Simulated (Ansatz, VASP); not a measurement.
This is a calculation of HfO2 for Ansatz 0.2.0.

Contents of input.yaml:

```yaml
crystal:
  lattice:
    - [0.0, 2.5575, 2.5575]
    - [2.5575, 0.0, 2.5575]
    - [2.5575, 2.5575, 0.0]
  atoms:
    - { symbol: Hf, position: [0.0, 0.0, 0.0] }
    - { symbol: O, position: [0.75, 0.75, 0.75] }
    - { symbol: O, position: [0.25, 0.25, 0.25] }
hamiltonian:
  xc: pbe
  pseudopotentials: { kind: paw }
kpoints:
  mp_grid: { grid: [9, 9, 9] }
scf:
  occupations: { method: gaussian, width: 0.016 }
output:
  forces: true
  stress: true
  eigenvalues: true
```

Potentials or basis: Ansatz PAW.

Command:

```sh
$ ansatz run input.yaml --threads 2 --pin off --max-ram 5632MiB --backend cpu --events-out ev --progress --plain --runs-dir out
```

Question: Set up the same calculation for VASP 6.6.1. Potentials there: VASP PAW PBE potentials, release 64 (Hf_pv, O).

Answer: As run (the cutoff follows the program's own potentials):

INCAR

```
SYSTEM = HfO2
PREC = Accurate
ENCUT = 520
EDIFF = 1E-6
ISMEAR = 0
SIGMA = 0.016
LREAL = .False.
LASPH = .True.
NELM = 60
ALGO = Normal
ISIF = 2
LWAVE = .False.
LCHARG = .True.
GGA = PE
LELF = .True.
LVHAR = .True.
NBANDS = 18
```

Contents of KPOINTS:

```
regular mesh
0
Gamma
  9 9 9
  0 0 0
```

POSCAR

```
HfO2
1.0
    0.0000000000      2.5575000000      2.5575000000
    2.5575000000      0.0000000000      2.5575000000
    2.5575000000      2.5575000000      0.0000000000
Hf O
1 2
Direct
    0.0000000000      0.0000000000      0.0000000000
    0.7500000000      0.7500000000      0.7500000000
    0.2500000000      0.2500000000      0.2500000000
```

Potentials or basis: VASP PAW PBE potentials, release 64 (Hf_pv, O).

The run is started by

```console
$ cat potpaw_PBE.64/Hf_pv/POTCAR potpaw_PBE.64/O/POTCAR > POTCAR
$ mpirun -np 1 vasp_std > vasp.out
```

Both were run:

|  | VASP | Ansatz | Ansatz less VASP |
| --- | --- | --- | --- |
| gap on the k mesh at the Fermi level (eV) | 3.84 | 3.83 | -0.008 |
| least direct gap on the mesh (eV) | 3.95 | 3.94 | -0.008 |
| pressure (GPa) | -6.0 | -2.5 | +3.53 |

VASP's potentials hold 22 valence electrons a cell and Ansatz's 38, so a difference there can come from the potentials and not from the codes.

Neither program's run includes spin-orbit coupling. Noted on Ansatz's run: odd divisions of the mesh miss points on the zone boundary, where band edges often lie, so the gap on the mesh can be too wide.
